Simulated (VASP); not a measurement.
# Rb (P6/mmm) in VASP: notebook

The runs below take Rb through single point, with PBE.

Everything below comes from runs of VASP 6.6.1. Logs are shortened: lines on timing, memory, paths and dates and some standing lists are left out, and cuts for length are marked.

## 1. The cell of the first run

The structure is hexagonal, space group P6/mmm (No. 191). Conventional cell: a = 7.390 Å, b = 7.390 Å, c = 4.415 Å, α = 90.00°, β = 90.00°, γ = 120.00°. Rb (site symmetry 6/mmm) has 14 Rb at 4.42 to 4.80 Å within 5.8 Å. Rb (site symmetry -6m2) has 11 Rb at 4.27 to 4.80 Å within 5.6 Å.

This isn't the form of Rb at room conditions, which is bcc.

## 2. Single point, PBE

The input, INCAR:

```
SYSTEM = Rb
PREC = Accurate
ENCUT = 520
EDIFF = 1E-7
ISMEAR = -1
SIGMA = 0.05
LREAL = .False.
LASPH = .True.
NELM = 60
ALGO = Normal
ISIF = 2
LWAVE = .False.
LCHARG = .True.
GGA = PE
LELF = .True.
LVHAR = .True.
NBANDS = 20
```

The input, KPOINTS:

```
Automatic mesh
0
Gamma
  5 5 7
  0 0 0
```

The input, POSCAR:

```
Rb
1.0
    7.3900768994      0.0000000000      0.0000000000
   -3.6950384497      6.3999943308      0.0000000000
    0.0000000000      0.0000000000      4.4153351856
Rb
3
Direct
    0.0000000000      0.0000000000      0.0000000000
    0.3333333333      0.6666666667      0.5000000000
    0.6666666667      0.3333333333      0.5000000000
```

Potentials or basis: VASP PAW PBE potentials, release 64 (Rb_sv).

Started as:

```console
$ cat potpaw_PBE.64/Rb_sv/POTCAR > POTCAR
$ mpirun -np 1 vasp_std > vasp.out
```

OUTCAR:

```text
SYSTEM = Rb
   PREC = Accurate
   ENCUT = 520
   EDIFF = 1E-7
   ISMEAR = -1
   LREAL = .False.
   LASPH = .True.
   NELM = 60
   ISIF = 2
   GGA = PE

 ion  position               nearest neighbor table
   1  0.000  0.000  0.000-   2 4.80   3 4.80   2 4.80   3 4.80   2 4.80   2 4.80   3 4.80   3 4.80
                             3 4.80   3 4.80   2 4.80   2 4.80
   2  0.333  0.667  0.500-   3 4.27   3 4.27   3 4.27   1 4.80   1 4.80   1 4.80   1 4.80   1 4.80
                             1 4.80
   3  0.667  0.333  0.500-   2 4.27   2 4.27   2 4.27   1 4.80   1 4.80   1 4.80   1 4.80   1 4.80
                             1 4.80

  LATTYP: Found a hexagonal cell.
 ALAT       =     7.3900768994
 C/A-ratio  =     0.5974680975

  Lattice vectors:

 A1 = (   7.3900768994,   0.0000000000,   0.0000000000)
 A2 = (  -3.6950384497,   6.3999943308,   0.0000000000)
 A3 = (   0.0000000000,   0.0000000000,   4.4153351856)

Analysis of symmetry for initial positions (statically):
=====================================================================
 Subroutine PRICEL returns:
 Original cell was already a primitive cell.

 Routine SETGRP: Setting up the symmetry group for a
 hexagonal supercell.

 Subroutine GETGRP returns: Found 24 space group operations
 (whereof 24 operations were pure point group operations)
 out of a pool of 24 trial point group operations.

The static configuration has the point symmetry D_6h.

Analysis of symmetry for dynamics (positions and initial velocities):
=====================================================================
 Subroutine PRICEL returns:
 Original cell was already a primitive cell.

 Routine SETGRP: Setting up the symmetry group for a
 hexagonal supercell.

 Subroutine GETGRP returns: Found 24 space group operations
 (whereof 24 operations were pure point group operations)
 out of a pool of 24 trial point group operations.

The dynamic configuration has the point symmetry D_6h.

 Subroutine INISYM returns: Found 24 space group operations
 (whereof 24 operations are pure point group operations),
 and found     1 'primitive' translations

----------------------------------------------------------------------------------------

                                     Primitive cell

  volume of cell :     208.8297

  direct lattice vectors                    reciprocal lattice vectors
     7.390076899  0.000000000  0.000000000     0.135316589  0.078125069  0.000000000
    -3.695038450  6.399994331  0.000000000     0.000000000  0.156250138  0.000000000
     0.000000000  0.000000000  4.415335186     0.000000000  0.000000000  0.226483372

  length of vectors
     7.390076899  7.390076899  4.415335186     0.156250138  0.156250138  0.226483372

  position of ions in fractional coordinates (direct lattice)
     0.000000000  0.000000000  0.000000000
     0.333333333  0.666666667  0.500000000
     0.666666667  0.333333333  0.500000000

  ion indices of the primitive-cell ions
   primitive index   ion index
                 1           1
                 2           2
                 3           3

----------------------------------------------------------------------------------------

 KPOINTS: Automatic mesh

Automatic generation of k-mesh.
 Grid dimensions read from file:
 generate k-points for:    5    5    7

 Generating k-lattice:

  Cartesian coordinates                     Fractional coordinates (reciprocal lattice)
     0.027063318  0.015625014  0.000000000     0.200000000  0.000000000  0.000000000
     0.000000000  0.031250028  0.000000000     0.000000000  0.200000000  0.000000000
     0.000000000  0.000000000  0.032354767     0.000000000  0.000000000  0.142857143

  Length of vectors
     0.031250028  0.031250028  0.032354767

  Shift w.r.t. Gamma in fractional coordinates (k-lattice)
     0.000000000  0.000000000  0.000000000

 Subroutine IBZKPT returns following result:
 ===========================================

 Found     20 irreducible k-points:

 Following reciprocal coordinates:
            Coordinates               Weight
  0.000000  0.000000  0.000000      1.000000
  0.200000  0.000000  0.000000      6.000000
  0.400000  0.000000  0.000000      6.000000
  0.200000  0.200000  0.000000      6.000000
  0.400000  0.200000  0.000000      6.000000
  0.000000  0.000000  0.142857      2.000000
[... 12 lines left out ...]
  0.200000  0.200000  0.428571     12.000000
  0.400000  0.200000  0.428571     12.000000
   k-points           NKPTS =     20   k-points in BZ     NKDIM =     20   number of bands    NBANDS=     20
   number of dos      NEDOS =    301   number of ions     NIONS =      3
   total plane-waves  NPLWV = 112896
   dimension x,y,z NGX =    56 NGY =   56 NGZ =   36
   dimension x,y,z NGXF=   112 NGYF=  112 NGZF=   72
   ions per type =               3
   NGX,Y,Z   is equivalent  to a cutoff of  12.60, 12.60, 13.55 a.u.
   NGXF,Y,Z  is equivalent  to a cutoff of  25.20, 25.20, 27.11 a.u.
 SYSTEM =  Rb
   PREC   = accura    normal or accurate (medium, high low for compatibility)
   ISTART =      0    job   : 0-new  1-cont  2-samecut
   ICHARG =      2    charge: 1-file 2-atom 10-const
   ISPIN  =      1    spin polarized calculation?
   LNONCOLLINEAR =      F non collinear calculations
   LSORBIT =      F    spin-orbit coupling
   LASPH  =      T    aspherical Exc in radial PAW
   ENCUT  =  520.0 eV  38.22 Ry    6.18 a.u.  13.74 13.74  8.21*2*pi/ulx,y,z
   NELM   =     60;   NELMIN=  2; NELMDL= -5     # of ELM steps
   EDIFF  = 0.1E-06   stopping-criterion for ELM
   LREAL  =      F    real-space projection
   EDIFFG = 0.1E-05   stopping-criterion for IOM
   NSW    =      0    number of steps for IOM
   IBRION =     -1    ionic relax: 0-MD 1-quasi-New 2-CG
   NFREE  =      0    steps in history (QN), initial steepest desc. (CG)
   ISIF   =      2    stress and relaxation
   ISYM   =      2    0-nonsym 1-usesym 2-fastsym
   POTIM  = 0.5000    time-step for ionic-motion
   TEBEG  =    0.0;   TEEND  =   0.0 temperature during run
   PSTRESS=    0.0 pullay stress
   NELECT =      27.0000    total number of electrons
   NUPDOWN=      -1.0000    fix difference up-down
   EMIN   =  10.00;   EMAX   =-10.00  energy-range for DOS
   EFERMI =   0.00;   METHOD = LEGACY
   ISMEAR =    -1;   SIGMA  =   0.05  broadening in eV -4-tet -1-fermi 0-gaus
   EFERMI_NEDOS =   21; number of points for ismear=-14 and -15
   IALGO  =     38    algorithm
   IMIX   =      4    mixing-type and parameters
     AMIX     =   0.40;   BMIX     =  1.00
     AMIX_MAG =   1.60;   BMIX_MAG =  1.00
  volume/ion in A,a.u.               =      69.61       469.75
  Fermi-wavevector in a.u.,A,eV,Ry     =   0.827813  1.564339  9.323714  0.685274
  Thomas-Fermi vector in A             =   1.940081
   LORBIT       =      0    0 simple, 1 ext, 2 COOP (PROOUT), +10 PAW based schemes
   GGA     = PE    functional components
   LHFCALC =     F    Hartree Fock is set to
   AEXX    =    0.0000 exact exchange contribution
   IVDW    =     0    specifies the selected vdW correction
   LEPSILON=     F    determine dielectric tensor
   LRPA    =     F    only Hartree local field effects (RPA)
 non-spin polarized calculation
  energy-cutoff  :      520.00
  volume of cell :      208.83
 maximum number of plane-waves:      5668
 NGX is ok and might be reduce to    56
   NGX = 27   NGY = 27   NGZ = 17

 number of electron      27.0000000 magnetization

 Free energy of the ion-electron system (eV)
  ---------------------------------------------------
  ext. energy  EPLUGINS =         0.00000000
  ---------------------------------------------------
  free energy    TOTEN  =        -2.59428624 eV

  energy without entropy =       -2.57599012  energy(sigma->0) =       -2.58513818

 E-fermi :   0.6833     XC(G=0):  -6.1570

 val. band max:        0.6646208579   @ k =   0.2000   0.2000   0.1429
 cond. band min:       0.6901569891   @ k =   0.2000   0.2000   0.1429
 fundamental gap:      0.0255361311
 Fermi energy:         0.6832771401

 k-point     1 :       0.0000    0.0000    0.0000
  band No.  band energies     occupation
      1     -28.1589      2.00000
      2     -28.1401      2.00000
      3     -28.0210      2.00000
      4     -12.3496      2.00000
      5     -12.3496      2.00000
      6     -12.2237      2.00000
[... 12 lines left out ...]
     19       2.3038      0.00000
     20       4.1630      0.00000

 k-point     2 :       0.2000    0.0000    0.0000
  band No.  band energies     occupation
      1     -28.1573      2.00000
      2     -28.1416      2.00000
      3     -28.0211      2.00000
      4     -12.3634      2.00000
      5     -12.3461      2.00000
      6     -12.2098      2.00000
[... 12 lines left out ...]
     19       3.0374      0.00000
     20       4.1603      0.00000

 k-point     3 :       0.4000    0.0000    0.0000
  band No.  band energies     occupation
      1     -28.1535      2.00000
      2     -28.1453      2.00000
      3     -28.0212      2.00000
      4     -12.3810      2.00000
      5     -12.3214      2.00000
      6     -12.2258      2.00000
[... 12 lines left out ...]
     19       3.4844      0.00000
     20       3.4958      0.00000

 k-point     4 :       0.2000    0.2000    0.0000
  band No.  band energies     occupation
      1     -28.1545      2.00000
      2     -28.1444      2.00000
      3     -28.0212      2.00000
      4     -12.3720      2.00000
      5     -12.3348      2.00000
      6     -12.2214      2.00000
[... 337 lines left out ...]
 k-point    19 :       0.2000    0.2000    0.4286
  band No.  band energies     occupation
      1     -28.1468      2.00000
      2     -28.1369      2.00000
      3     -28.0135      2.00000
      4     -12.3522      2.00000
      5     -12.3476      2.00000
      6     -12.3156      2.00000
[... 12 lines left out ...]
     19       3.0940      0.00000
     20       3.3431      0.00000

 k-point    20 :       0.4000    0.2000    0.4286
  band No.  band energies     occupation
      1     -28.1437      2.00000
      2     -28.1399      2.00000
      3     -28.0135      2.00000
      4     -12.3629      2.00000
      5     -12.3423      2.00000
      6     -12.3257      2.00000
[... 12 lines left out ...]
     19       3.0578      0.00000
     20       3.6276      0.00000

------------------------ aborting loop because EDIFF is reached ----------------------------------------

  FORCE on cell =-STRESS in cart. coord.  units (eV):
  Direction    XX          YY          ZZ          XY          YZ          ZX
  --------------------------------------------------------------------------------------
  -------------------------------------------------------------------------------------
  Total        1.6391570      1.6391570      1.6266487      0.0000000      0.0000000     -0.0000000
  in kB       12.5758954     12.5758954     12.4799291      0.0000000      0.0000000     -0.0000000
  external PRESSURE =      12.5439066 kB  Pullay stress =       0.0000000 kB

 VOLUME and BASIS-vectors are now :
 -----------------------------------------------------------------------------
  energy-cutoff  :      520.00
  volume of cell :      208.83
      direct lattice vectors                 reciprocal lattice vectors
     7.390076899  0.000000000  0.000000000     0.135316589  0.078125069  0.000000000
    -3.695038450  6.399994331  0.000000000     0.000000000  0.156250138  0.000000000
     0.000000000  0.000000000  4.415335186     0.000000000  0.000000000  0.226483372

 POSITION                                       TOTAL-FORCE (eV/Angst)
 -----------------------------------------------------------------------------------
      0.00000      0.00000      0.00000         0.000000      0.000000     -0.000000
     -0.00000      4.26666      2.20767         0.000000     -0.000000      0.000000
      3.69504      2.13333      2.20767        -0.000000      0.000000     -0.000000
 -----------------------------------------------------------------------------------
    total drift:                                0.000000     -0.000000      0.000000

  FREE ENERGIE OF THE ION-ELECTRON SYSTEM (eV)
  ---------------------------------------------------
  free  energy   TOTEN  =        -2.5942862419 eV

  energy  without entropy=       -2.5759901194  energy(sigma->0) =       -2.58513818
```

It took 63 s on 1 thread of Intel Xeon 6975P-C (Granite Rapids), shared host; peak memory 0.33 GiB.

Results:

| Quantity | Value |
| --- | --- |
| Free energy | -2.5943 eV |
| Pressure | 1.3 GPa |
| Band gap on the k mesh | zero (an odd number of electrons rules out a gap without spin polarisation) |

## 3. Single point, PBE (69.61 Å³/atom)

The input, INCAR:

```
  ALGO = Normal
  EDIFF = 1E-6
  ENCUT = 520
  GGA = PE
  ISIF = 2
  ISMEAR = -1
  LASPH = True
  LCHARG = False
  LREAL = False
  LWAVE = False
  NBANDS = 20
  NELM = 60
  PREC = Accurate
  SIGMA = 0.05
```

The input, KPOINTS:

```
k-points
0
Gamma
  5 5 7
```

POSCAR is that of step 2.

Potentials or basis: VASP PAW PBE potentials, release 64 (Rb_sv).

Started as:

```console
$ cat potpaw_PBE.64/Rb_sv/POTCAR > POTCAR
$ mpirun -np 1 vasp_std > vasp.out
```

OUTCAR:

```text
EDIFF = 1E-6
   ENCUT = 520
   GGA = PE
   ISIF = 2
   ISMEAR = -1
   LASPH = True
   LREAL = False
   NELM = 60
   PREC = Accurate

 ion  position               nearest neighbor table
   1  0.000  0.000  0.000-   2 4.80   3 4.80   2 4.80   3 4.80   2 4.80   2 4.80   3 4.80   3 4.80
                             3 4.80   3 4.80   2 4.80   2 4.80
   2  0.333  0.667  0.500-   3 4.27   3 4.27   3 4.27   1 4.80   1 4.80   1 4.80   1 4.80   1 4.80
                             1 4.80
   3  0.667  0.333  0.500-   2 4.27   2 4.27   2 4.27   1 4.80   1 4.80   1 4.80   1 4.80   1 4.80
                             1 4.80

  LATTYP: Found a hexagonal cell.
 ALAT       =     7.3900768994
 C/A-ratio  =     0.5974680975

  Lattice vectors:

 A1 = (   7.3900768994,   0.0000000000,   0.0000000000)
 A2 = (  -3.6950384497,   6.3999943308,   0.0000000000)
 A3 = (   0.0000000000,   0.0000000000,   4.4153351856)

Analysis of symmetry for initial positions (statically):
=====================================================================
 Subroutine PRICEL returns:
 Original cell was already a primitive cell.

 Routine SETGRP: Setting up the symmetry group for a
 hexagonal supercell.
[... 161 lines left out ...]

  energy without entropy =       -2.57599008  energy(sigma->0) =       -2.58513816

 E-fermi :   0.6833     XC(G=0):  -6.1570

 val. band max:        0.6646031671   @ k =   0.2000   0.2000   0.1429
 cond. band min:       0.6901410759   @ k =   0.2000   0.2000   0.1429
 fundamental gap:      0.0255379088
 Fermi energy:         0.6832612991

 k-point     1 :       0.0000    0.0000    0.0000
  band No.  band energies     occupation
      1     -28.1589      2.00000
      2     -28.1400      2.00000
      3     -28.0213      2.00000
      4     -12.3495      2.00000
      5     -12.3495      2.00000
      6     -12.2238      2.00000
[... 449 lines left out ...]
     19       3.0578      0.00000
     20       3.6277      0.00000

------------------------ aborting loop because EDIFF is reached ----------------------------------------

  FORCE on cell =-STRESS in cart. coord.  units (eV):
  Direction    XX          YY          ZZ          XY          YZ          ZX
  --------------------------------------------------------------------------------------
  -------------------------------------------------------------------------------------
  Total        1.6391315      1.6391315      1.6268899      0.0000000     -0.0000000      0.0000000
  in kB       12.5756992     12.5756992     12.4817802      0.0000000     -0.0000000      0.0000000
  external PRESSURE =      12.5443929 kB  Pullay stress =       0.0000000 kB

 VOLUME and BASIS-vectors are now :
 -----------------------------------------------------------------------------
  energy-cutoff  :      520.00
  volume of cell :      208.83
      direct lattice vectors                 reciprocal lattice vectors
     7.390076899  0.000000000  0.000000000     0.135316589  0.078125069  0.000000000
    -3.695038450  6.399994331  0.000000000     0.000000000  0.156250138  0.000000000
     0.000000000  0.000000000  4.415335186     0.000000000  0.000000000  0.226483372

 POSITION                                       TOTAL-FORCE (eV/Angst)
 -----------------------------------------------------------------------------------
      0.00000      0.00000      0.00000        -0.000000      0.000000      0.000000
     -0.00000      4.26666      2.20767         0.000000     -0.000000     -0.000000
      3.69504      2.13333      2.20767         0.000000     -0.000000      0.000000
 -----------------------------------------------------------------------------------
    total drift:                                0.000000     -0.000000      0.000000

  FREE ENERGIE OF THE ION-ELECTRON SYSTEM (eV)
  ---------------------------------------------------
  free  energy   TOTEN  =        -2.5942862488 eV

  energy  without entropy=       -2.5759900751  energy(sigma->0) =       -2.58513816
```

Wall time 54 s (1 thread of Intel Xeon 6975P-C (Granite Rapids), shared host); peak memory 0.32 GiB.

What came out:

* Free energy: -2.5943 eV
* Pressure: 1.3 GPa
* Band gap on the k mesh: zero (an odd number of electrons rules out a gap without spin polarisation)
